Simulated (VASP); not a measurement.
# Al3Si2F in VASP: notebook

Runs on Al3Si2F. Level: PBE. Tasks: single point.

All numbers are computed with VASP 6.6.1; they aren't measurements. Logs are shortened: lines on timing, memory, paths and dates and some standing lists are left out, and cuts for length are marked.

## (1) The cell of the first run

Symmetry: P6/mmm, No. 191, hexagonal system. The conventional cell has a = 4.776 Å, b = 4.776 Å, c = 5.021 Å, α = 90.00°, β = 90.00°, γ = 120.00°. Al (site symmetry 6/mmm) has 2 F at 2.51 Å and 6 Si at 2.76 Å within 3.3 Å. Al (site symmetry -6m2) has 2 Si at 2.51 Å and 3 F at 2.76 Å and 3 Al at 2.76 Å within 3.3 Å. Si (site symmetry -6m2) has 5 Al at 2.51 to 2.76 Å and 3 Si at 2.76 Å within 3.3 Å. F (site symmetry 6/mmm) has 8 Al at 2.51 to 2.76 Å within 3.3 Å.

## (2) Single point, PBE

INCAR

```
PREC = Accurate ; ENCUT = 600
EDIFF = 1E-6 ; ISMEAR = 0
SIGMA = 0.15 ; LREAL = False
LASPH = True ; NELM = 120
ALGO = Normal ; ISIF = 2
LWAVE = False ; LCHARG = True
GGA = PE ; LELF = True
LVHAR = True ; NBANDS = 21
GGA_COMPAT = False
```

KPOINTS

```
Automatic mesh
0
Gamma
  3 3 2
```

POSCAR

```
Al3Si2F
1.0
    4.7760867303      0.0000000000      0.0000000000
   -2.3880433651      4.1362124391      0.0000000000
    0.0000000000      0.0000000000      5.0206225276
Al Si F
3 2 1
Direct
    0.0000000000      0.0000000000      0.0000000000
    0.3333333333      0.6666666667      0.5000000000
    0.6666666667      0.3333333333      0.5000000000
    0.3333333333      0.6666666667      0.0000000000
    0.6666666667      0.3333333333      0.0000000000
    0.0000000000      0.0000000000      0.5000000000
```

Potentials or basis: VASP PAW PBE potentials, release 64 (Al, Si, F).

Command:

```console
$ cat potpaw_PBE.64/Al/POTCAR potpaw_PBE.64/Si/POTCAR potpaw_PBE.64/F/POTCAR > POTCAR
$ mpirun -np 1 vasp_std > vasp.out
```

OUTCAR:

```text
PREC = Accurate
   ENCUT = 600
   EDIFF = 1E-6
   ISMEAR = 0
   LREAL = False
   LASPH = True
   NELM = 120
   ISIF = 2
   GGA = PE

 ion  position               nearest neighbor table
   1  0.000  0.000  0.000-   6 2.51   6 2.51   4 2.76   5 2.76   4 2.76   5 2.76   5 2.76   4 2.76

   2  0.333  0.667  0.500-   4 2.51   4 2.51   3 2.76   3 2.76   3 2.76
   3  0.667  0.333  0.500-   5 2.51   5 2.51   2 2.76   2 2.76   2 2.76
   4  0.333  0.667  0.000-   2 2.51   2 2.51   1 2.76   5 2.76   5 2.76   1 2.76   1 2.76   5 2.76

   5  0.667  0.333  0.000-   3 2.51   3 2.51   1 2.76   4 2.76   4 2.76   1 2.76   1 2.76   4 2.76

   6  0.000  0.000  0.500-   1 2.51   1 2.51

  LATTYP: Found a hexagonal cell.
 ALAT       =     4.7760867303
 C/A-ratio  =     1.0512000328

  Lattice vectors:

 A1 = (   4.7760867303,   0.0000000000,   0.0000000000)
 A2 = (  -2.3880433651,   4.1362124391,   0.0000000000)
 A3 = (   0.0000000000,   0.0000000000,   5.0206225276)

Analysis of symmetry for initial positions (statically):
=====================================================================
 Subroutine PRICEL returns:
 Original cell was already a primitive cell.

 Routine SETGRP: Setting up the symmetry group for a
 hexagonal supercell.

 Subroutine GETGRP returns: Found 24 space group operations
 (whereof 24 operations were pure point group operations)
 out of a pool of 24 trial point group operations.

The static configuration has the point symmetry D_6h.

Analysis of symmetry for dynamics (positions and initial velocities):
=====================================================================
 Subroutine PRICEL returns:
 Original cell was already a primitive cell.

 Routine SETGRP: Setting up the symmetry group for a
 hexagonal supercell.

 Subroutine GETGRP returns: Found 24 space group operations
 (whereof 24 operations were pure point group operations)
 out of a pool of 24 trial point group operations.

The dynamic configuration has the point symmetry D_6h.

 Subroutine INISYM returns: Found 24 space group operations
 (whereof 24 operations are pure point group operations),
 and found     1 'primitive' translations

----------------------------------------------------------------------------------------

                                     Primitive cell

  volume of cell :      99.1819

  direct lattice vectors                    reciprocal lattice vectors
     4.776086730  0.000000000  0.000000000     0.209376432  0.120883540  0.000000000
    -2.388043365  4.136212439  0.000000000     0.000000000  0.241767079  0.000000000
     0.000000000  0.000000000  5.020622528     0.000000000  0.000000000  0.199178487

  length of vectors
     4.776086730  4.776086730  5.020622528     0.241767079  0.241767079  0.199178487

  position of ions in fractional coordinates (direct lattice)
     0.000000000  0.000000000  0.000000000
     0.333333333  0.666666667  0.500000000
     0.666666667  0.333333333  0.500000000
     0.333333333  0.666666667  0.000000000
     0.666666667  0.333333333  0.000000000
     0.000000000  0.000000000  0.500000000

  ion indices of the primitive-cell ions
   primitive index   ion index
                 1           1
                 2           2
                 3           3
                 4           4
                 5           5
                 6           6

----------------------------------------------------------------------------------------

 KPOINTS: Automatic mesh

Automatic generation of k-mesh.
 Grid dimensions read from file:
 generate k-points for:    3    3    2

 Generating k-lattice:

  Cartesian coordinates                     Fractional coordinates (reciprocal lattice)
     0.069792144  0.040294513  0.000000000     0.333333333  0.000000000  0.000000000
     0.000000000  0.080589026  0.000000000     0.000000000  0.333333333  0.000000000
     0.000000000  0.000000000  0.099589244     0.000000000  0.000000000  0.500000000

  Length of vectors
     0.080589026  0.080589026  0.099589244

  Shift w.r.t. Gamma in fractional coordinates (k-lattice)
     0.000000000  0.000000000  0.000000000

 Subroutine IBZKPT returns following result:
 ===========================================

 Found      6 irreducible k-points:

 Following reciprocal coordinates:
            Coordinates               Weight
  0.000000  0.000000  0.000000      1.000000
  0.333333  0.000000  0.000000      6.000000
  0.333333  0.333333  0.000000      2.000000
  0.000000  0.000000  0.500000      1.000000
  0.333333  0.000000  0.500000      6.000000
  0.333333  0.333333  0.500000      2.000000
   k-points           NKPTS =      6   k-points in BZ     NKDIM =      6   number of bands    NBANDS=     21
   number of dos      NEDOS =    301   number of ions     NIONS =      6
   total plane-waves  NPLWV =  64000
   dimension x,y,z NGX =    40 NGY =   40 NGZ =   40
   dimension x,y,z NGXF=    80 NGYF=   80 NGZF=   80
   ions per type =               3   2   1
   NGX,Y,Z   is equivalent  to a cutoff of  13.92, 13.92, 13.25 a.u.
   NGXF,Y,Z  is equivalent  to a cutoff of  27.85, 27.85, 26.49 a.u.
 SYSTEM =  unknown system
   PREC   = accura    normal or accurate (medium, high low for compatibility)
   ISTART =      0    job   : 0-new  1-cont  2-samecut
   ICHARG =      2    charge: 1-file 2-atom 10-const
   ISPIN  =      1    spin polarized calculation?
   LNONCOLLINEAR =      F non collinear calculations
   LSORBIT =      F    spin-orbit coupling
   LASPH  =      T    aspherical Exc in radial PAW
   ENCUT  =  600.0 eV  44.10 Ry    6.64 a.u.   9.54  9.54 10.03*2*pi/ulx,y,z
   NELM   =    120;   NELMIN=  2; NELMDL= -5     # of ELM steps
   EDIFF  = 0.1E-05   stopping-criterion for ELM
   LREAL  =      F    real-space projection
   EDIFFG = 0.1E-04   stopping-criterion for IOM
   NSW    =      0    number of steps for IOM
   IBRION =     -1    ionic relax: 0-MD 1-quasi-New 2-CG
   NFREE  =      0    steps in history (QN), initial steepest desc. (CG)
   ISIF   =      2    stress and relaxation
   ISYM   =      2    0-nonsym 1-usesym 2-fastsym
   POTIM  = 0.5000    time-step for ionic-motion
   TEBEG  =    0.0;   TEEND  =   0.0 temperature during run
   PSTRESS=    0.0 pullay stress
   NELECT =      24.0000    total number of electrons
   NUPDOWN=      -1.0000    fix difference up-down
   EMIN   =  10.00;   EMAX   =-10.00  energy-range for DOS
   EFERMI =   0.00;   METHOD = LEGACY
   ISMEAR =     0;   SIGMA  =   0.15  broadening in eV -4-tet -1-fermi 0-gaus
   EFERMI_NEDOS =   21; number of points for ismear=-14 and -15
   IALGO  =     38    algorithm
   IMIX   =      4    mixing-type and parameters
     AMIX     =   0.40;   BMIX     =  1.00
     AMIX_MAG =   1.60;   BMIX_MAG =  1.00
  volume/ion in A,a.u.               =      16.53       111.55
  Fermi-wavevector in a.u.,A,eV,Ry     =   1.020159  1.927820 14.159905  1.040724
  Thomas-Fermi vector in A             =   2.153713
   LORBIT       =      0    0 simple, 1 ext, 2 COOP (PROOUT), +10 PAW based schemes
   GGA     = PE    functional components
   LHFCALC =     F    Hartree Fock is set to
   AEXX    =    0.0000 exact exchange contribution
   IVDW    =     0    specifies the selected vdW correction
   LEPSILON=     F    determine dielectric tensor
   LRPA    =     F    only Hartree local field effects (RPA)
 non-spin polarized calculation
 Gauss-broadening in eV      SIGMA  =   0.15
  energy-cutoff  :      600.00
  volume of cell :       99.18
 maximum number of plane-waves:      3333
 NGX is ok and might be reduce to    40
   NGX = 19   NGY = 19   NGZ = 21

 number of electron      23.9999997 magnetization

 Free energy of the ion-electron system (eV)
  ---------------------------------------------------
  ext. energy  EPLUGINS =         0.00000000
  ---------------------------------------------------
  free energy    TOTEN  =       -24.86748720 eV

  energy without entropy =      -24.82776069  energy(sigma->0) =      -24.84762395

 E-fermi :   6.7060     XC(G=0):  -9.9928

 val. band max:        6.6965308599   @ k =   0.3333   0.3333   0.0000
 cond. band min:       7.1737109858   @ k =   0.3333   0.0000   0.0000
 fundamental gap:      0.4771801259
 Fermi energy:         6.7060336565

 k-point     1 :       0.0000    0.0000    0.0000
  band No.  band energies     occupation
      1     -16.7846      2.00000
      2      -4.7570      2.00000
      3       0.3650      2.00000
      4       1.2312      2.00000
      5       1.2312      2.00000
      6       1.7004      2.00000
[... 13 lines left out ...]
     20      12.4096      0.00000
     21      12.4096      0.00000

 k-point     2 :       0.3333    0.0000    0.0000
  band No.  band energies     occupation
      1     -16.7781      2.00000
      2      -4.0010      2.00000
      3      -1.2752      2.00000
      4       0.7197      2.00000
      5       0.8142      2.00000
      6       0.9911      2.00000
[... 13 lines left out ...]
     20      12.6597      0.00000
     21      12.8899      0.00000

 k-point     3 :       0.3333    0.3333    0.0000
  band No.  band energies     occupation
      1     -16.7749      2.00000
      2      -2.7660      2.00000
      3      -2.7660      2.00000
      4      -0.1080      2.00000
      5       0.9101      2.00000
      6       1.2373      2.00000
[... 13 lines left out ...]
     20      13.3253      0.00000
     21      13.3253      0.00000

 k-point     4 :       0.0000    0.0000    0.5000
  band No.  band energies     occupation
      1     -16.7803      2.00000
      2      -4.5030      2.00000
      3      -0.9294      2.00000
      4       1.1588      2.00000
      5       1.3363      2.00000
      6       1.3363      2.00000
[... 13 lines left out ...]
     20      11.2537      0.00000
     21      14.8593      0.00000

 k-point     5 :       0.3333    0.0000    0.5000
  band No.  band energies     occupation
      1     -16.7743      2.00000
      2      -3.6327      2.00000
      3      -0.9078      2.00000
      4      -0.8206      2.00000
      5       0.8769      2.00000
      6       1.1666      2.00000
[... 13 lines left out ...]
     20      12.5458      0.00000
     21      13.0834      0.00000

 k-point     6 :       0.3333    0.3333    0.5000
  band No.  band energies     occupation
      1     -16.7713      2.00000
      2      -2.1937      2.00000
      3      -2.1937      2.00000
      4      -0.7773      2.00000
      5      -0.1876      2.00000
      6      -0.1876      2.00000
[... 13 lines left out ...]
     20      11.6337      0.00000
     21      12.4923      0.00000

------------------------ aborting loop because EDIFF is reached ----------------------------------------

  FORCE on cell =-STRESS in cart. coord.  units (eV):
  Direction    XX          YY          ZZ          XY          YZ          ZX
  --------------------------------------------------------------------------------------
  -------------------------------------------------------------------------------------
  Total        0.0050171      0.0050171     -0.0700348      0.0000000      0.0000000     -0.0000000
  in kB        0.0810466      0.0810466     -1.1313366      0.0000000      0.0000000     -0.0000000
  external PRESSURE =      -0.3230811 kB  Pullay stress =       0.0000000 kB

 VOLUME and BASIS-vectors are now :
 -----------------------------------------------------------------------------
  energy-cutoff  :      600.00
  volume of cell :       99.18
      direct lattice vectors                 reciprocal lattice vectors
     4.776086730  0.000000000  0.000000000     0.209376432  0.120883540  0.000000000
    -2.388043365  4.136212439  0.000000000     0.000000000  0.241767079  0.000000000
     0.000000000  0.000000000  5.020622528     0.000000000  0.000000000  0.199178487

 POSITION                                       TOTAL-FORCE (eV/Angst)
 -----------------------------------------------------------------------------------
      0.00000      0.00000      0.00000         0.000000      0.000000      0.000000
     -0.00000      2.75747      2.51031         0.000000      0.000000      0.000000
      2.38804      1.37874      2.51031         0.000000      0.000000      0.000000
     -0.00000      2.75747      0.00000        -0.000000      0.000000      0.000000
      2.38804      1.37874      0.00000         0.000000     -0.000000      0.000000
      0.00000      0.00000      2.51031         0.000000      0.000000      0.000000
 -----------------------------------------------------------------------------------
    total drift:                               -0.000000      0.000000      0.000000

  FREE ENERGIE OF THE ION-ELECTRON SYSTEM (eV)
  ---------------------------------------------------
  free  energy   TOTEN  =       -24.8674872048 eV

  energy  without entropy=      -24.8277606861  energy(sigma->0) =      -24.84762395
```

Run time: 12 s. Hardware: 1 thread of Intel Xeon Platinum 8559C (Emerald Rapids), shared host; peak memory 0.23 GiB.

What came out:

| Item | Value |
| --- | --- |
| Free energy | -24.8675 eV |
| Pressure | 0.0 GPa |
| Band gap on the k mesh | zero (band 12 reaches 7.37 eV, above the bottom of band 13 at 6.26 eV) |

Stress tensor (GPa, compression positive):
```
 0.01  0.00  0.00
 0.00  0.01  0.00
 0.00  0.00 -0.11
```

Levels at points of the mesh, in eV from the Fermi level:
| k point | band 11 | band 12 | band 13 | band 14 | band 15 | band 16 |
| --- | --- | --- | --- | --- | --- | --- |
| (0.00, 0.00, 0.00) | -1.65 | -1.65 | -0.45 | -0.17 | 1.71 | 1.71 |
| (0.00, 0.00, 0.50) | -1.89 | -1.80 | -0.31 | -0.31 | -0.26 | 1.43 |

Caveat: the k points lie up to 0.63 Å⁻¹ apart.

## (3) Single point, PBE

This run uses another cell than the first one, of 18.28 Å³/atom, 1.106 times its volume.

INCAR

```
SYSTEM = Al3Si2F
  PREC = Accurate
  ENCUT = 600
  EDIFF = 1E-6
  ISMEAR = 0
  SIGMA = 0.15
  LREAL = .FALSE.
  LASPH = .TRUE.
  NELM = 120
  ALGO = Normal
  ISIF = 2
  LWAVE = .FALSE.
  LCHARG = .FALSE.
  GGA = PE
  NBANDS = 21
  GGA_COMPAT = .FALSE.
```

KPOINTS

```
regular mesh
0
G
  3 3 3
  0 0 0
```

POSCAR

```
Al3Si2F
1.0
    5.4706641029     -0.0000000030      0.0000000000
   -2.7353320489      4.7377340902      0.0000000000
    0.0000000000      0.0000000000      4.2305676152
Al Si F
3 2 1
Direct
    0.5000000000      0.0000000000      1.0769611260
    0.0000000000      0.5000000000      1.0769611260
    0.5000000000      0.5000000000      1.0769611260
    0.3333333333      0.6666666667      0.5770586863
    0.6666666667      0.3333333333      0.5770586863
    0.0000000000      0.0000000000      0.0766712594
```

Potentials or basis: VASP PAW PBE potentials, release 64 (Al, Si, F).

Command:

```console
$ cat potpaw_PBE.64/Al/POTCAR potpaw_PBE.64/Si/POTCAR potpaw_PBE.64/F/POTCAR > POTCAR
$ mpirun -np 1 vasp_std > vasp.out
```

Wall time 17 s (1 thread of Intel Xeon Platinum 8559C (Emerald Rapids), shared host); peak memory 0.25 GiB.

Results (log left out):

* Free energy: -24.1701 eV
* Pressure: -0.1 GPa
* Largest force: 0.004 eV/Å
* Band gap on the k mesh: zero (band 12 reaches 5.07 eV, above the bottom of band 13 at 4.68 eV)

Forces in eV/Å, atoms in the order of the input:
```
Al   0.000  0.000  0.002
Al   0.000  0.000  0.002
Al   0.000  0.000  0.002
Si   0.000  0.000 -0.004
Si   0.000  0.000 -0.004
F    0.000  0.000  0.001
```

Stress tensor (GPa, compression positive):
```
-0.18  0.00  0.00
 0.00 -0.18  0.00
 0.00  0.00 -0.02
```

Levels at points of the mesh, in eV from the Fermi level:
| k point | band 10 | band 11 | band 12 | band 13 | band 14 | band 15 |
| --- | --- | --- | --- | --- | --- | --- |
| (0.00, 0.00, 0.00) | -2.23 | -0.39 | -0.29 | -0.29 | 1.45 | 2.94 |

Caveat: the k points lie up to 0.50 Å⁻¹ apart.
